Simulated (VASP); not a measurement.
Input of a VASP 6.6.1 run:

Contents of INCAR:

```
  PREC = Accurate
  ENCUT = 520
  EDIFF = 1E-6
  ISMEAR = 0
  SIGMA = 0.05
  LREAL = False
  LASPH = True
  NELM = 80
  ALGO = Normal
  ISIF = 2
  LWAVE = False
  LCHARG = False
  LDIPOL = True
  IDIPOL = 3
  DIPOL = 0.5 0.5 0.390
  GGA = PE
  IVDW = 12
  NBANDS = 30
```

File KPOINTS:

```
Automatic mesh
0
Gamma
  8 6 1
```

File POSCAR:

```
P
1.0
    3.2961869629      0.0000000000      0.0000000000
    0.0000000000      4.4391557027      0.0000000000
    0.0000000000      0.0000000000     21.7461973615
P
8
Direct
    0.5000000000      0.9174951453      0.2069327306
    0.0000000000      0.5825048547      0.2069327306
    0.5000000000      0.0825048547      0.3045635322
    0.0000000000      0.4174951453      0.3045635322
    0.7500000000      0.5825048547      0.4751680723
    1.2500000000      0.9174951453      0.4751680723
    0.7500000000      1.4174951453      0.5727988740
    1.2500000000      1.0825048547      0.5727988740
```

Potentials or basis: VASP PAW PBE potentials, release 64 (P).

Launch:

```bash
$ cat potpaw_PBE.64/P/POTCAR > POTCAR
$ mpirun -np 1 vasp_std > vasp.out
```

**Question.** Predict the largest force.

**Answer.** 0.067 eV/Å.

**Question.** Estimate the band gap on the k mesh.

**Answer.** 0.41 eV.

**Question.** Estimate the dispersion energy per atom.

**Answer.** -0.285 eV.

Forces in eV/Å, atoms in the order of the input:
```
P    0.006 -0.035  0.038
P    0.006  0.035  0.038
P    0.005  0.001  0.067
P    0.005 -0.001  0.067
P   -0.005  0.001 -0.067
P   -0.005 -0.001 -0.067
P   -0.006 -0.035 -0.038
P   -0.006  0.035 -0.038
```

Caveat: the cell differs from its parent crystal (layers slid over each other).
